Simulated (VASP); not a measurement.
A run of VASP 6.6.1 is set up as follows.

INCAR

```
ALGO = Normal
EDIFF = 1E-7
ENCUT = 520
GGA = PE
ISIF = 2
ISMEAR = 0
ISPIN = 2
LASPH = T
LCHARG = F
LMAXMIX = 4
LORBIT = 11
LREAL = F
LWAVE = F
MAGMOM = 0 2 0 0 0
NBANDS = 34
NELM = 150
PREC = Accurate
SIGMA = 0.1
```

File KPOINTS:

```
k-points
0
Gamma
  4 4 4
```

POSCAR

```
NbVS3
1.0
    4.1515148100      0.0000000000      0.0000000000
    0.0000000000      4.1515148100      0.0000000000
    0.0000000000      0.0000000000      4.1515148100
Nb V S
1 1 3
Direct
    0.0000000000      0.0000000000      0.0000000000
    0.5000000000      0.5000000000      0.5000000000
    0.0000000000      0.5000000000      0.5000000000
    0.5000000000      0.0000000000      0.5000000000
    0.5000000000      0.5000000000      0.0000000000
```

Potentials or basis: VASP PAW PBE potentials, release 64 (Nb_sv, V_sv, S).

Run with:

```sh
$ cat potpaw_PBE.64/Nb_sv/POTCAR potpaw_PBE.64/V_sv/POTCAR potpaw_PBE.64/S/POTCAR > POTCAR
$ mpirun -np 1 vasp_std > vasp.out
```

Predict the band gap on the k mesh.

zero (filled and empty bands overlap).

What does it give for the net moment?

-0.01 μB per cell.

What does it give for the pressure?

37.7 GPa.

Caveat: the k points lie up to 0.38 Å⁻¹ apart, too coarse for converged energies and pressures of a metal; the moments typed at the start vanished in this run. With open d or f shells a metallic result of PBE can be an artefact of self-interaction; +U or a hybrid may open a gap.
